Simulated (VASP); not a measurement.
A run of VASP 6.6.1 is set up as follows.

INCAR

```
  PREC = Accurate
  ENCUT = 520
  EDIFF = 1E-6
  ISMEAR = -1
  SIGMA = 0.03
  LREAL = F
  LASPH = T
  NELM = 150
  ALGO = Normal
  ISIF = 2
  LWAVE = F
  LCHARG = T
  ISPIN = 2
  MAGMOM = 7
  LORBIT = 11
  LMAXMIX = 6
  GGA = CA
  LELF = T
  LVHAR = T
  NBANDS = 18
```

File KPOINTS:

```
regular mesh
0
Gamma
  11 11 11
```

File POSCAR:

```
Eu
1.0
   -2.2755000000      2.2755000000      2.2755000000
    2.2755000000     -2.2755000000      2.2755000000
    2.2755000000      2.2755000000     -2.2755000000
Eu
1
Direct
    0.0000000000      0.0000000000      0.0000000000
```

Potentials or basis: VASP PAW PBE potentials, release 64 (Eu).

The run is started by

```console
$ cat potpaw_PBE.64/Eu/POTCAR > POTCAR
$ mpirun -np 1 vasp_std > vasp.out
```

Q: Estimate the net moment.

A: 7.21 μB per cell.

Q: Estimate the site moments.

A: Eu +6.69 μB.

Caveat: the cell stands under tension. The state reached can hang on the start; a lower one may exist.
